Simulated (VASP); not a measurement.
# Co (Im-3m) in VASP: a series of runs

The runs below take Co through single point, with PBE.

All numbers are computed with VASP 6.6.1; they aren't measurements. Logs are shortened: lines on timing, memory, paths and dates and some standing lists are left out, and cuts for length are marked.

**1. The cell of the first run**

The structure is cubic, space group Im-3m (No. 229). Conventional cell: a = 2.927 Å, b = 2.927 Å, c = 2.927 Å, α = 90.00°, β = 90.00°, γ = 90.00°. Co (site symmetry m-3m) has 14 Co at 2.54 to 2.93 Å within 3.3 Å.

This isn't the form of Co at room conditions, which is hcp.

**2. Single point, PBE, non-collinear spin, typed start**

The input, INCAR:

```
PREC = Accurate ; ENCUT = 600
EDIFF = 1E-6 ; ISMEAR = 0
SIGMA = 0.05 ; LREAL = False
LASPH = True ; NELM = 200
ALGO = Normal ; ISIF = 2
LWAVE = False ; LCHARG = False
LNONCOLLINEAR = True ; MAGMOM = 0 0 1.4 0 0 -1.2
LORBIT = 11 ; LMAXMIX = 4
GGA = PE ; NBANDS = 30
GGA_COMPAT = False
```

The input, KPOINTS:

```
Automatic mesh
0
Gamma
  2 2 2
```

The input, POSCAR:

```
Co
1.0
    2.9274000000      0.0000000000      0.0000000000
    0.0000000000      2.9274000000      0.0000000000
    0.0000000000      0.0000000000      2.9274000000
Co
2
Direct
    0.0000000000      0.0000000000      0.0000000000
    0.5000000000      0.5000000000      0.5000000000
```

Potentials or basis: VASP PAW PBE potentials, release 64 (Co).

Run with:

```console
$ cat potpaw_PBE.64/Co/POTCAR > POTCAR
$ mpirun -np 1 vasp_ncl > vasp.out
```

OUTCAR:

```text
PREC = Accurate
   ENCUT = 600
   EDIFF = 1E-6
   ISMEAR = 0
   LREAL = False
   LASPH = True
   NELM = 200
   ISIF = 2
   LNONCOLLINEAR = True
   LORBIT = 11
   GGA = PE

 ion  position               nearest neighbor table
   1  0.000  0.000  0.000-   2 2.54   2 2.54   2 2.54   2 2.54   2 2.54   2 2.54   2 2.54   2 2.54

   2  0.500  0.500  0.500-   1 2.54   1 2.54   1 2.54   1 2.54   1 2.54   1 2.54   1 2.54   1 2.54

  LATTYP: Found a simple cubic cell.
 ALAT       =     2.9274000000

  Lattice vectors:

 A1 = (   2.9274000000,   0.0000000000,   0.0000000000)
 A2 = (   0.0000000000,   2.9274000000,   0.0000000000)
 A3 = (   0.0000000000,   0.0000000000,   2.9274000000)

Analysis of symmetry for initial positions (statically):
=====================================================================
 Subroutine PRICEL returns following result:

  LATTYP: Found a body centered cubic cell.
 ALAT       =     2.9274000000

  Lattice vectors:

 A1 = (   1.4637000000,   1.4637000000,  -1.4637000000)
 A2 = (  -1.4637000000,   1.4637000000,   1.4637000000)
 A3 = (   1.4637000000,  -1.4637000000,   1.4637000000)

   2 primitive cells build up your supercell.

 Routine SETGRP: Setting up the symmetry group for a
 simple cubic supercell.

 Subroutine GETGRP returns: Found 48 space group operations
 (whereof 48 operations were pure point group operations)
 out of a pool of 48 trial point group operations.

The static configuration has the point symmetry O_h .

Analysis of symmetry for dynamics (positions and initial velocities):
=====================================================================
 Subroutine PRICEL returns following result:

  LATTYP: Found a body centered cubic cell.
 ALAT       =     2.9274000000

  Lattice vectors:

 A1 = (   1.4637000000,   1.4637000000,  -1.4637000000)
 A2 = (  -1.4637000000,   1.4637000000,   1.4637000000)
 A3 = (   1.4637000000,  -1.4637000000,   1.4637000000)

   2 primitive cells build up your supercell.

 Routine SETGRP: Setting up the symmetry group for a
 simple cubic supercell.

 Subroutine GETGRP returns: Found 48 space group operations
 (whereof 48 operations were pure point group operations)
 out of a pool of 48 trial point group operations.

The dynamic configuration has the point symmetry O_h .

Analysis of structural, dynamic, and magnetic symmetry:
=====================================================================
 Subroutine PRICEL returns:
 Original cell was already a primitive cell.

 Routine SETGRP: Setting up the symmetry group for a
 simple cubic supercell.

 Subroutine GETGRP returns: Found  8 space group operations
 (whereof  8 operations were pure point group operations)
 out of a pool of 48 trial point group operations.

The overall configuration has the point symmetry C_4h.

 Subroutine INISYM returns: Found  8 space group operations
 (whereof  8 operations are pure point group operations),
 and found     1 'primitive' translations

----------------------------------------------------------------------------------------

                                     Primitive cell

  volume of cell :      25.0869

  direct lattice vectors                    reciprocal lattice vectors
     2.927400000  0.000000000  0.000000000     0.341600055  0.000000000  0.000000000
     0.000000000  2.927400000  0.000000000     0.000000000  0.341600055  0.000000000
     0.000000000  0.000000000  2.927400000     0.000000000  0.000000000  0.341600055

  length of vectors
     2.927400000  2.927400000  2.927400000     0.341600055  0.341600055  0.341600055

  position of ions in fractional coordinates (direct lattice)
     0.000000000  0.000000000  0.000000000
[... 22 lines left out ...]
  Length of vectors
     0.170800027  0.170800027  0.170800027

  Shift w.r.t. Gamma in fractional coordinates (k-lattice)
     0.000000000  0.000000000  0.000000000

 Subroutine IBZKPT returns following result:
 ===========================================

 Found      6 irreducible k-points:

 Following reciprocal coordinates:
            Coordinates               Weight
  0.000000  0.000000  0.000000      1.000000
  0.500000  0.000000  0.000000      2.000000
  0.000000  0.000000  0.500000      1.000000
  0.500000  0.500000  0.000000      1.000000
  0.000000  0.500000  0.500000      2.000000
  0.500000  0.500000  0.500000      1.000000
   k-points           NKPTS =      6   k-points in BZ     NKDIM =      6   number of bands    NBANDS=     30
   number of dos      NEDOS =    301   number of ions     NIONS =      2
   total plane-waves  NPLWV =  13824
   dimension x,y,z NGX =    24 NGY =   24 NGZ =   24
   dimension x,y,z NGXF=    48 NGYF=   48 NGZF=   48
   ions per type =               2
   NGX,Y,Z   is equivalent  to a cutoff of  13.63, 13.63, 13.63 a.u.
   NGXF,Y,Z  is equivalent  to a cutoff of  27.26, 27.26, 27.26 a.u.
 SYSTEM =  unknown system
   PREC   = accura    normal or accurate (medium, high low for compatibility)
   ISTART =      0    job   : 0-new  1-cont  2-samecut
   ICHARG =      2    charge: 1-file 2-atom 10-const
   ISPIN  =      1    spin polarized calculation?
   LNONCOLLINEAR =      T non collinear calculations
   LSORBIT =      F    spin-orbit coupling
   LASPH  =      T    aspherical Exc in radial PAW
   ENCUT  =  600.0 eV  44.10 Ry    6.64 a.u.   5.85  5.85  5.85*2*pi/ulx,y,z
   NELM   =    200;   NELMIN=  2; NELMDL= -5     # of ELM steps
   EDIFF  = 0.1E-05   stopping-criterion for ELM
   LREAL  =      F    real-space projection
   EDIFFG = 0.1E-04   stopping-criterion for IOM
   NSW    =      0    number of steps for IOM
   IBRION =     -1    ionic relax: 0-MD 1-quasi-New 2-CG
   NFREE  =      0    steps in history (QN), initial steepest desc. (CG)
   ISIF   =      2    stress and relaxation
   ISYM   =      2    0-nonsym 1-usesym 2-fastsym
   POTIM  = 0.5000    time-step for ionic-motion
   TEBEG  =    0.0;   TEEND  =   0.0 temperature during run
   PSTRESS=    0.0 pullay stress
   NELECT =      18.0000    total number of electrons
   NUPDOWN=      -1.0000    fix difference up-down
   EMIN   =  10.00;   EMAX   =-10.00  energy-range for DOS
   EFERMI =   0.00;   METHOD = LEGACY
   ISMEAR =     0;   SIGMA  =   0.05  broadening in eV -4-tet -1-fermi 0-gaus
   EFERMI_NEDOS =   21; number of points for ismear=-14 and -15
   IALGO  =     38    algorithm
   IMIX   =      4    mixing-type and parameters
     AMIX     =   0.40;   BMIX     =  1.00
     AMIX_MAG =   1.60;   BMIX_MAG =  1.00
  volume/ion in A,a.u.               =      12.54        84.65
  Fermi-wavevector in a.u.,A,eV,Ry     =   1.465605  2.769592 29.225286  2.147998
  Thomas-Fermi vector in A             =   2.581442
   LORBIT       =     11    0 simple, 1 ext, 2 COOP (PROOUT), +10 PAW based schemes
   GGA     = PE    functional components
   LHFCALC =     F    Hartree Fock is set to
   AEXX    =    0.0000 exact exchange contribution
   IVDW    =     0    specifies the selected vdW correction
   LEPSILON=     F    determine dielectric tensor
   LRPA    =     F    only Hartree local field effects (RPA)
 Gauss-broadening in eV      SIGMA  =   0.05
  energy-cutoff  :      600.00
  volume of cell :       25.09
 maximum number of plane-waves:      1694
 NGX is ok and might be reduce to    24
   NGX = 11   NGY = 11   NGZ = 11

 number of electron      18.0000020 magnetization      -0.0000000     -0.0000000     -0.0138283

 number of electron      18.0000019 magnetization      -0.0000000     -0.0000000      0.9119876

 number of electron      18.0000019 magnetization      -0.0000000      0.0000000      0.9134426

 number of electron      18.0000019 magnetization       0.0000000      0.0000000      0.9115818

 Free energy of the ion-electron system (eV)
  ---------------------------------------------------
  ext. energy  EPLUGINS =         0.00000000
  ---------------------------------------------------
  free energy    TOTEN  =       -11.69073909 eV

  energy without entropy =      -11.68237424  energy(sigma->0) =      -11.68655666

 E-fermi :   8.3352     XC(G=0): -12.5796

 val. band max:        8.2824219034   @ k =   0.0000   0.5000   0.5000
 cond. band min:       8.3392803182   @ k =   0.0000   0.5000   0.5000
 fundamental gap:      0.0568584148
 Fermi energy:         8.3351940455

 k-point     1 :       0.0000    0.0000    0.0000
  band No.  band energies     occupation
      1      -0.0785      1.00000
      2       0.6245      1.00000
      3       4.2181      1.00000
      4       4.2191      1.00000
      5       4.6096      1.00000
      6       4.6159      1.00000
[... 187 lines left out ...]
     29      16.1894      0.00000
     30      16.3367      0.00000

------------------------ aborting loop because EDIFF is reached ----------------------------------------

  FORCE on cell =-STRESS in cart. coord.  units (eV):
  Direction    XX          YY          ZZ          XY          YZ          ZX
  --------------------------------------------------------------------------------------
  -------------------------------------------------------------------------------------
  Total       -1.6448600     -1.6448600     -1.6601203      0.0000000      0.0000000      0.0000000
  in kB     -105.0493356   -105.0493356   -106.0239370      0.0000016      0.0000000      0.0000000
  external PRESSURE =    -105.3742027 kB  Pullay stress =       0.0000000 kB

 VOLUME and BASIS-vectors are now :
 -----------------------------------------------------------------------------
  energy-cutoff  :      600.00
  volume of cell :       25.09
      direct lattice vectors                 reciprocal lattice vectors
     2.927400000  0.000000000  0.000000000     0.341600055  0.000000000  0.000000000
     0.000000000  2.927400000  0.000000000     0.000000000  0.341600055  0.000000000
     0.000000000  0.000000000  2.927400000     0.000000000  0.000000000  0.341600055

 POSITION                                       TOTAL-FORCE (eV/Angst)
 -----------------------------------------------------------------------------------
      0.00000      0.00000      0.00000         0.000000      0.000000      0.000000
      1.46370      1.46370      1.46370         0.000000      0.000000      0.000000
 -----------------------------------------------------------------------------------
    total drift:                                0.000000     -0.000000     -0.000000

  FREE ENERGIE OF THE ION-ELECTRON SYSTEM (eV)
  ---------------------------------------------------
  free  energy   TOTEN  =       -11.6907390861 eV

  energy  without entropy=      -11.6823742416  energy(sigma->0) =      -11.68655666

 total charge

# of ion       s       p       d       tot
------------------------------------------
    1        0.436   0.462   7.111   8.009
    2        0.437   0.446   7.138   8.022
--------------------------------------------------
tot          0.873   0.908  14.249  16.030

 magnetization (x)

# of ion       s       p       d       tot
------------------------------------------
    1       -0.000   0.000   0.000  -0.000
    2       -0.000  -0.000   0.000  -0.000
--------------------------------------------------
tot         -0.000  -0.000   0.000  -0.000

 magnetization (y)

# of ion       s       p       d       tot
------------------------------------------
    1        0.000   0.000   0.000   0.000
    2       -0.000   0.000   0.000   0.000
--------------------------------------------------
tot          0.000   0.000   0.000   0.000

 magnetization (z)

# of ion       s       p       d       tot
------------------------------------------
    1        0.054   0.219   1.642   1.915
    2       -0.047   0.198  -1.505  -1.354
--------------------------------------------------
tot          0.008   0.417   0.137   0.562
```

It took 78 s on 1 thread of AMD EPYC 7R43 (Zen 3), shared host; peak memory 0.17 GiB.

What came out:

```
Free energy                                           : -11.6907 eV
Pressure                                              : -10.5 GPa
Band gap on the k mesh                                : zero (bands 18 and 19 overlap by 1.45 eV)
Net moment                                            : 0.91 μB per cell
Valence electrons inside the program's atomic spheres : Co 8.01, 8.02
```

Levels at points of the mesh, in eV from the Fermi level:
```tsv
k point	band 14	band 15	band 16	band 17	band 18	band 19
(0.00, 0.00, 0.00)	-0.47	-0.30	-0.30	0.23	0.23	0.23
(0.50, 0.00, 0.00)	-1.10	-0.92	-0.91	-0.88	-0.88	-0.83
(0.00, 0.00, 0.50)	-1.10	-0.92	-0.92	-0.88	-0.88	-0.83
(0.50, 0.50, 0.00)	-0.06	-0.06	0.00	0.35	0.35	0.38
(0.00, 0.50, 0.50)	-0.06	-0.05	0.00	0.35	0.35	0.38
(0.50, 0.50, 0.50)	-1.70	-1.41	-1.41	0.61	0.62	0.67
```

Moments on the atoms (μB; x, y, z):
```
Co   0.00  0.00  1.92
Co   0.00  0.00 -1.35
```

Caveat: the k points lie up to 1.07 Å⁻¹ apart, too coarse for converged energies and pressures of a metal.

**3. Single point, PBE, non-collinear spin, typed start**

The input, INCAR:

```
SYSTEM = Co
  ALGO = Normal
  EDIFF = 1E-6
  ENCUT = 600
  GGA = PE
  GGA_COMPAT = .FALSE.
  ISIF = 2
  ISMEAR = 0
  ISYM = -1
  LASPH = .TRUE.
  LCHARG = .FALSE.
  LMAXMIX = 4
  LNONCOLLINEAR = .TRUE.
  LORBIT = 11
  LREAL = .FALSE.
  LWAVE = .FALSE.
  MAGMOM = 0.461 -0.807 -1.047 -0.914 0.46 0.628
  NBANDS = 30
  NELM = 200
  PREC = Accurate
  SIGMA = 0.05
```

The input, KPOINTS:

```
k-points
0
G
  2 2 2
  0 0 0
```

POSCAR is that of step 2.

Potentials or basis: VASP PAW PBE potentials, release 64 (Co).

Run with:

```console
$ cat potpaw_PBE.64/Co/POTCAR > POTCAR
$ mpirun -np 1 vasp_ncl > vasp.out
```

Run time: 53 s. Hardware: 1 thread of AMD EPYC 7R43 (Zen 3), shared host; peak memory 0.16 GiB.

The run converged. Its results:

```
Free energy                                           : -11.6413 eV
Pressure                                              : -10.9 GPa
Band gap on the k mesh                                : zero (bands 18 and 19 overlap by 1.28 eV)
Net moment                                            : 1.69 μB per cell
Valence electrons inside the program's atomic spheres : Co 8.02
```

Levels at points of the mesh, in eV from the Fermi level:
```csv
k point,band 12,band 13,band 14,band 15,band 16,band 17,band 18,band 19,band 20,band 21
"(0.00, 0.00, 0.00)",-1.86,-0.75,-0.75,-0.07,-0.07,0.05,0.05,0.05,0.35,0.35
"(0.50, 0.00, 0.00)",-1.54,-1.19,-1.19,-0.94,-0.94,-0.93,-0.93,-0.66,-0.65,-0.30
"(0.00, 0.50, 0.00)",-1.54,-1.19,-1.19,-0.94,-0.94,-0.93,-0.93,-0.66,-0.65,-0.30
"(0.50, 0.50, 0.00)",-1.20,-0.06,-0.06,-0.02,-0.01,0.17,0.17,0.51,0.51,0.59
"(0.00, 0.00, 0.50)",-1.54,-1.19,-1.19,-0.94,-0.94,-0.93,-0.93,-0.66,-0.65,-0.30
"(0.50, 0.00, 0.50)",-1.20,-0.06,-0.06,-0.02,-0.01,0.17,0.17,0.51,0.51,0.59
"(0.00, 0.50, 0.50)",-1.20,-0.06,-0.06,-0.02,-0.01,0.17,0.17,0.51,0.51,0.59
"(0.50, 0.50, 0.50)",-2.19,-1.55,-1.55,-1.53,-1.53,0.62,0.62,0.62,0.62,7.28
```

Moments on the atoms (μB; x, y, z):
```
Co   0.51 -0.95 -1.23
Co  -1.50  0.38  0.55
```

Caveat: the k points lie up to 1.07 Å⁻¹ apart, too coarse for converged energies and pressures of a metal.

The gap in the log of VASP goes by the Fermi energy; the results here count the filled bands.